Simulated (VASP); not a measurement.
Wanted: the native input for a VASP 6.6.1 run.

* Task: single point
* Functional: LDA
* Potentials or basis: VASP PAW LDA potentials, release 64 (La, Mg, O)
* Cutoff: 520 eV
* k mesh: 7 × 7 × 7
* Occupations: fermi-dirac, width 0.1 eV
* Spin: no spin polarisation
* Dipole correction: no
* Further INCAR settings: ALGO = Normal; EDIFF = 1e-07; NBANDS = 24

The structure of LaMgO3 lies in POSCAR:

```
LaMgO3
1.0
    3.8317649631      0.0000000000      0.0000000000
    0.0000000000      3.8317649631      0.0000000000
    0.0000000000      0.0000000000      3.8317649631
La Mg O
1 1 3
Direct
    0.0000000000      0.0000000000      0.0000000000
    0.5000000000      0.5000000000      0.5000000000
    0.5000000000      0.5000000000      0.0000000000
    0.5000000000      0.0000000000      0.5000000000
    0.0000000000      0.5000000000      0.5000000000
```

These files were run (other wordings do the same):

INCAR

```
PREC = Accurate
ENCUT = 520
EDIFF = 1E-7
ISMEAR = -1
SIGMA = 0.1
LREAL = False
LASPH = True
NELM = 80
ALGO = Normal
ISIF = 2
LWAVE = False
LCHARG = False
GGA = CA
NBANDS = 24
```

KPOINTS

```
regular mesh
0
Gamma
  7 7 7
```

Potentials or basis: VASP PAW LDA potentials, release 64 (La, Mg, O).

The run is started by

```console
$ cat potpaw_LDA.64/La/POTCAR potpaw_LDA.64/Mg/POTCAR potpaw_LDA.64/O/POTCAR > POTCAR
$ mpirun -np 1 vasp_std > vasp.out
```

Results of the run:

```
Pressure : 1.5 GPa
```

Caveat: an odd number of electrons without spin polarisation forces a metal; a magnetic or distorted state may lie lower.

Run time: 26 s on 1 thread of AMD EPYC 9R45 (Zen 5), on a shared host, peak memory 0.13 GiB.
